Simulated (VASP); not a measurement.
# BAs (I-4m2) in VASP: single point with PBE

Aim: the single point of BAs with PBE.

Everything below comes from runs of VASP 6.6.1. Logs are shortened: lines on timing, memory, paths and dates and some standing lists are left out, and cuts for length are marked.

### Step 1. The cell of the first run

It takes space group I-4m2 (No. 119, tetragonal). Conventional cell: a = 3.378 Å, b = 3.378 Å, c = 4.586 Å, α = 90.00°, β = 90.00°, γ = 90.00°. B (site symmetry -4m2) has 4 As at 2.04 Å within 2.7 Å. Within 2.7 Å of As (site symmetry -4m2) lie 4 B at 2.04 Å.

### Step 2. Single point, PBE (strain -0.0400 x Voigt [1, 0, 0, 0, 0, 0])

INCAR reads:

```
SYSTEM = BAs
PREC = Accurate
ENCUT = 520
EDIFF = 1E-6
ISMEAR = 0
SIGMA = 0.05
LREAL = .False.
LASPH = .True.
NELM = 60
ALGO = Normal
ISIF = 2
LWAVE = .False.
LCHARG = .False.
GGA = PE
NBANDS = 11
```

KPOINTS reads:

```
Automatic mesh
0
Gamma
  10 10 10
  0 0 0
```

POSCAR reads:

```
BAs
1.0
    0.0000000000      2.3885000000      2.3885000000
    2.2929600000      0.0000000000      2.3885000000
    2.2929600000      2.3885000000      0.0000000000
B As
1 1
Direct
    0.0000000000      0.0000000000      0.0000000000
    0.7500000000      0.7500000000      0.7500000000
```

Potentials or basis: VASP PAW PBE potentials, release 64 (B, As).

Command:

```
$ cat potpaw_PBE.64/B/POTCAR potpaw_PBE.64/As/POTCAR > POTCAR
$ mpirun -np 1 vasp_std > vasp.out
```

OUTCAR:

```text
SYSTEM = BAs
   PREC = Accurate
   ENCUT = 520
   EDIFF = 1E-6
   ISMEAR = 0
   LREAL = .False.
   LASPH = .True.
   NELM = 60
   ISIF = 2
   GGA = PE

 ion  position               nearest neighbor table
   1  0.000  0.000  0.000-   2 2.04   2 2.04   2 2.04   2 2.04
   2  0.750  0.750  0.750-   1 2.04   1 2.04   1 2.04   1 2.04

  LATTYP: Found a body centered tetragonal cell.
 ALAT       =     3.3778490937
 C/A-ratio  =     1.3576450199

  Lattice vectors:

 A1 = (  -2.2929600000,   0.0000000000,  -2.3885000000)
 A2 = (  -2.2929600000,   0.0000000000,   2.3885000000)
 A3 = (   2.2929600000,   2.3885000000,   0.0000000000)

Analysis of symmetry for initial positions (statically):
=====================================================================
 Subroutine PRICEL returns:
 Original cell was already a primitive cell.

 Routine SETGRP: Setting up the symmetry group for a
 body centered tetragonal supercell.

 Subroutine GETGRP returns: Found  8 space group operations
 (whereof  8 operations were pure point group operations)
 out of a pool of 16 trial point group operations.

The static configuration has the point symmetry D_2d.

Analysis of symmetry for dynamics (positions and initial velocities):
=====================================================================
 Subroutine PRICEL returns:
 Original cell was already a primitive cell.

 Routine SETGRP: Setting up the symmetry group for a
 body centered tetragonal supercell.

 Subroutine GETGRP returns: Found  8 space group operations
 (whereof  8 operations were pure point group operations)
 out of a pool of 16 trial point group operations.

The dynamic configuration has the point symmetry D_2d.

 Subroutine INISYM returns: Found  8 space group operations
 (whereof  8 operations are pure point group operations),
 and found     1 'primitive' translations

----------------------------------------------------------------------------------------

                                     Primitive cell

  volume of cell :      26.1624

  direct lattice vectors                    reciprocal lattice vectors
     0.000000000  2.388500000  2.388500000    -0.218058754  0.209336404  0.209336404
     2.292960000  0.000000000  2.388500000     0.218058754 -0.209336404  0.209336404
     2.292960000  2.388500000  0.000000000     0.218058754  0.209336404 -0.209336404

  length of vectors
     3.377849094  3.310981397  3.310981397     0.367686116  0.367686116  0.367686116

  position of ions in fractional coordinates (direct lattice)
     0.000000000  0.000000000  0.000000000
     0.750000000  0.750000000  0.750000000

  ion indices of the primitive-cell ions
   primitive index   ion index
                 1           1
                 2           2

----------------------------------------------------------------------------------------

 KPOINTS: Automatic mesh

Automatic generation of k-mesh.
 Grid dimensions read from file:
 generate k-points for:   10   10   10

 Generating k-lattice:

  Cartesian coordinates                     Fractional coordinates (reciprocal lattice)
    -0.021805875  0.020933640  0.020933640     0.100000000 -0.000000000 -0.000000000
     0.021805875 -0.020933640  0.020933640     0.000000000  0.100000000  0.000000000
     0.021805875  0.020933640 -0.020933640     0.000000000  0.000000000  0.100000000

  Length of vectors
     0.036768612  0.036768612  0.036768612

  Shift w.r.t. Gamma in fractional coordinates (k-lattice)
     0.000000000  0.000000000  0.000000000

 Subroutine IBZKPT returns following result:
 ===========================================

 Found    102 irreducible k-points:

 Following reciprocal coordinates:
            Coordinates               Weight
  0.000000  0.000000  0.000000      1.000000
  0.100000  0.000000  0.000000      8.000000
  0.200000  0.000000  0.000000      8.000000
  0.300000  0.000000  0.000000      8.000000
  0.400000  0.000000  0.000000      8.000000
  0.500000  0.000000  0.000000      4.000000
[... 16 lines left out ...]
  0.300000  0.300000  0.000000      4.000000
  0.400000  0.300000  0.000000     16.000000
 [... further k-points ...]
   k-points           NKPTS =    102   k-points in BZ     NKDIM =    102   number of bands    NBANDS=     11
   number of dos      NEDOS =    301   number of ions     NIONS =      2
   total plane-waves  NPLWV =  21952
   dimension x,y,z NGX =    28 NGY =   28 NGZ =   28
   dimension x,y,z NGXF=    56 NGYF=   56 NGZF=   56
   ions per type =               1   1
   NGX,Y,Z   is equivalent  to a cutoff of  13.78, 14.06, 14.06 a.u.
   NGXF,Y,Z  is equivalent  to a cutoff of  27.56, 28.12, 28.12 a.u.
 SYSTEM =  BAs
   PREC   = accura    normal or accurate (medium, high low for compatibility)
   ISTART =      0    job   : 0-new  1-cont  2-samecut
   ICHARG =      2    charge: 1-file 2-atom 10-const
   ISPIN  =      1    spin polarized calculation?
   LNONCOLLINEAR =      F non collinear calculations
   LSORBIT =      F    spin-orbit coupling
   LASPH  =      T    aspherical Exc in radial PAW
   ENCUT  =  520.0 eV  38.22 Ry    6.18 a.u.   6.28  6.16  6.16*2*pi/ulx,y,z
   NELM   =     60;   NELMIN=  2; NELMDL= -5     # of ELM steps
   EDIFF  = 0.1E-05   stopping-criterion for ELM
   LREAL  =      F    real-space projection
   EDIFFG = 0.1E-04   stopping-criterion for IOM
   NSW    =      0    number of steps for IOM
   IBRION =     -1    ionic relax: 0-MD 1-quasi-New 2-CG
   NFREE  =      0    steps in history (QN), initial steepest desc. (CG)
   ISIF   =      2    stress and relaxation
   ISYM   =      2    0-nonsym 1-usesym 2-fastsym
   POTIM  = 0.5000    time-step for ionic-motion
   TEBEG  =    0.0;   TEEND  =   0.0 temperature during run
   PSTRESS=    0.0 pullay stress
   NELECT =       8.0000    total number of electrons
   NUPDOWN=      -1.0000    fix difference up-down
   EMIN   =  10.00;   EMAX   =-10.00  energy-range for DOS
   EFERMI =   0.00;   METHOD = LEGACY
   ISMEAR =     0;   SIGMA  =   0.05  broadening in eV -4-tet -1-fermi 0-gaus
   EFERMI_NEDOS =   21; number of points for ismear=-14 and -15
   IALGO  =     38    algorithm
   IMIX   =      4    mixing-type and parameters
     AMIX     =   0.40;   BMIX     =  1.00
     AMIX_MAG =   1.60;   BMIX_MAG =  1.00
  volume/ion in A,a.u.               =      13.08        88.28
  Fermi-wavevector in a.u.,A,eV,Ry     =   1.102925  2.084225 16.550708  1.216443
  Thomas-Fermi vector in A             =   2.239375
   LORBIT       =      0    0 simple, 1 ext, 2 COOP (PROOUT), +10 PAW based schemes
   GGA     = PE    functional components
   LHFCALC =     F    Hartree Fock is set to
   AEXX    =    0.0000 exact exchange contribution
   IVDW    =     0    specifies the selected vdW correction
   LEPSILON=     F    determine dielectric tensor
   LRPA    =     F    only Hartree local field effects (RPA)
 non-spin polarized calculation
 Gauss-broadening in eV      SIGMA  =   0.05
  energy-cutoff  :      520.00
  volume of cell :       26.16
 maximum number of plane-waves:       715
 NGX is ok and might be reduce to    28
   NGX = 13   NGY = 13   NGZ = 13

 number of electron       8.0000000 magnetization

 Free energy of the ion-electron system (eV)
  ---------------------------------------------------
  ext. energy  EPLUGINS =         0.00000000
  ---------------------------------------------------
  free energy    TOTEN  =       -11.34305656 eV

  energy without entropy =      -11.34305656  energy(sigma->0) =      -11.34305656

 E-fermi :   7.1077     XC(G=0): -10.7641

 val. band max:        6.8437686636   @ k =   0.0000   0.0000   0.0000
 cond. band min:       7.3559337639   @ k =   0.0000   0.4000   0.4000
 fundamental gap:      0.5121651003
 Fermi energy:         7.1077416876

 k-point     1 :       0.0000    0.0000    0.0000
  band No.  band energies     occupation
      1      -9.1940      2.00000
      2       6.4570      2.00000
      3       6.4570      2.00000
      4       6.8438      2.00000
      5       9.7479      0.00000
      6      10.0150      0.00000
      7      10.0150      0.00000
      8      11.7803      0.00000
      9      16.3804      0.00000
     10      19.1361      0.00000
     11      20.1668      0.00000

 k-point     2 :       0.1000    0.0000    0.0000
  band No.  band energies     occupation
      1      -9.0234      2.00000
      2       5.1510      2.00000
      3       6.1302      2.00000
      4       6.4258      2.00000
      5      10.0160      0.00000
      6      10.3871      0.00000
      7      10.4139      0.00000
      8      12.5728      0.00000
      9      17.0531      0.00000
     10      18.1624      0.00000
     11      18.8577      0.00000

 k-point     3 :       0.2000    0.0000    0.0000
  band No.  band energies     occupation
      1      -8.5195      2.00000
      2       2.7325      2.00000
      3       5.5015      2.00000
      4       5.8465      2.00000
      5       9.9282      0.00000
      6      11.0849      0.00000
      7      11.1062      0.00000
      8      14.1076      0.00000
      9      17.6116      0.00000
     10      17.7386      0.00000
     11      18.4057      0.00000

 k-point     4 :       0.3000    0.0000    0.0000
  band No.  band energies     occupation
      1      -7.7171      2.00000
      2       0.3640      2.00000
      3       4.9397      2.00000
      4       5.3533      2.00000
      5       9.6714      0.00000
      6      11.3648      0.00000
      7      11.6149      0.00000
      8      15.2672      0.00000
      9      17.9077      0.00000
     10      18.3269      0.00000
     11      18.6881      0.00000
[... 239 lines left out ...]
 k-point    22 :      -0.2000    0.2000   -0.0000
  band No.  band energies     occupation
      1      -7.4227      2.00000
      2       0.9499      2.00000
      3       2.2480      2.00000
      4       5.3640      2.00000
      5      10.7991      0.00000
      6      11.6828      0.00000
      7      12.7529      0.00000
      8      13.7854      0.00000
      9      16.6645      0.00000
     10      19.5340      0.00000
     11      21.2243      0.00000

 k-point    23 :       0.3000    0.3000    0.0000
  band No.  band energies     occupation
      1      -7.2508      2.00000
      2       1.1724      2.00000
      3       3.3214      2.00000
      4       3.4349      2.00000
      5       8.1350      0.00000
      6      10.3142      0.00000
      7      14.8228      0.00000
      8      15.7378      0.00000
      9      17.7498      0.00000
     10      21.7192      0.00000
     11      22.3272      0.00000

 k-point    24 :       0.4000    0.3000    0.0000
  band No.  band energies     occupation
      1      -6.5013      2.00000
      2      -0.0849      2.00000
      3       2.5000      2.00000
      4       3.0844      2.00000
      5       8.4453      0.00000
      6      10.1176      0.00000
      7      15.3041      0.00000
      8      16.2950      0.00000
      9      18.8146      0.00000
     10      22.4647      0.00000
     11      23.1084      0.00000

 [... further k-points ...]
[... 5 lines left out ...]
  --------------------------------------------------------------------------------------
  -------------------------------------------------------------------------------------
  Total        2.4962103      1.1676440      1.1676440      0.0000000      0.0000000      0.0000000
  in kB      152.8673653     71.5062606     71.5062606      0.0000000      0.0000000      0.0000000
  external PRESSURE =      98.6266288 kB  Pullay stress =       0.0000000 kB

 VOLUME and BASIS-vectors are now :
 -----------------------------------------------------------------------------
  energy-cutoff  :      520.00
  volume of cell :       26.16
      direct lattice vectors                 reciprocal lattice vectors
     0.000000000  2.388500000  2.388500000    -0.218058754  0.209336404  0.209336404
     2.292960000  0.000000000  2.388500000     0.218058754 -0.209336404  0.209336404
     2.292960000  2.388500000  0.000000000     0.218058754  0.209336404 -0.209336404

 POSITION                                       TOTAL-FORCE (eV/Angst)
 -----------------------------------------------------------------------------------
      0.00000      0.00000      0.00000        -0.000000     -0.000000     -0.000000
      3.43944      3.58275      3.58275         0.000000      0.000000      0.000000
 -----------------------------------------------------------------------------------
    total drift:                                0.000000      0.000000      0.000000

  FREE ENERGIE OF THE ION-ELECTRON SYSTEM (eV)
  ---------------------------------------------------
  free  energy   TOTEN  =       -11.3430565638 eV

  energy  without entropy=      -11.3430565638  energy(sigma->0) =      -11.34305656
```

Wall time 14 s (1 thread of Intel Xeon 6975P-C (Granite Rapids), shared host); peak memory 0.17 GiB.

Results:

```yaml
Free_energy: -11.3431 eV
Pressure: 9.9 GPa
Band_gap_on_the_k_mesh: 0.51 eV, indirect (least direct gap 2.90 eV)
```

Stress tensor (GPa, compression positive):
```
15.29  0.00  0.00
 0.00  7.15  0.00
 0.00  0.00  7.15
```

Levels at points of the mesh, in eV from the valence-band top:
```
           k point  band 1  band 2  band 3  band 4  band 5  band 6  band 7  band 8  band 9
(0.00, 0.00, 0.00)  -16.04   -0.39   -0.39    0.00    2.90    3.17    3.17    4.94    9.54
(0.50, 0.00, 0.00)  -13.01   -9.35   -2.39   -1.91    2.58    4.39    4.86    8.71   12.69
(0.50, 0.50, 0.00)  -11.75   -9.13   -4.40   -4.33    1.28    1.33   11.12   11.73   12.77
(0.00, 0.50, 0.50)  -11.40   -8.78   -4.77   -4.77    0.79    0.80   11.51   11.51   13.24
```

Caveat: the cell differs from its parent crystal (strain -0.0400 x Voigt [1, 0, 0, 0, 0, 0]). A k mesh can miss the band edges.
